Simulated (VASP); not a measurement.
Here is a VASP 6.6.1 calculation.

File INCAR:

```
PREC = Accurate
ENCUT = 600
EDIFF = 1E-7
ISMEAR = 0
SIGMA = 0.1
LREAL = False
LASPH = True
NELM = 80
ALGO = Normal
ISIF = 3
LWAVE = False
LCHARG = False
GGA = PE
IBRION = 2
NSW = 70
EDIFFG = -0.008
PSTRESS = 100.0
```

KPOINTS

```
regular mesh
0
Gamma
  14 14 8
```

File POSCAR:

```
CuO
1.0
    2.0294599023     -2.0323865425      0.0000000000
    2.0294599023      2.0323865425      0.0000000000
    0.0000000000      0.0000000000      5.0857451582
Cu O
2 2
Direct
    0.0000000000      0.5000000000      0.0000000000
    0.5000000000      0.0000000000      0.5000000000
    0.5000000000      0.5000000000      0.2500000000
    0.5000000000      0.5000000000      0.7500000000
```

Potentials or basis: VASP PAW PBE potentials, release 64 (Cu, O).

Run with:

```bash
$ cat potpaw_PBE.64/Cu/POTCAR potpaw_PBE.64/O/POTCAR > POTCAR
$ mpirun -np 1 vasp_std > vasp.out
```

(1) Estimate the relaxed volume.

(2) What does it give for the band gap on the k mesh?

(3) What does it give for the space group after relaxing (to 0.1 Å)?

(4) What does it give for the relaxed cell?

Results:

(1) 10.53 Å³/atom.

(2) zero (bands 17 and 18 overlap by 1.15 eV).

(3) P4_2/mmc (No. 131).

(4) a = 2.861 Å, b = 2.861 Å, c = 5.146 Å, α = 90.00°, β = 90.00°, γ = 90.08°.

Caveat: the cell is relaxed towards a set pressure, so the run minimises the enthalpy, not the energy; semilocal functionals often make such compounds metallic where correlation or magnetic order opens a gap, which also shifts bond lengths.
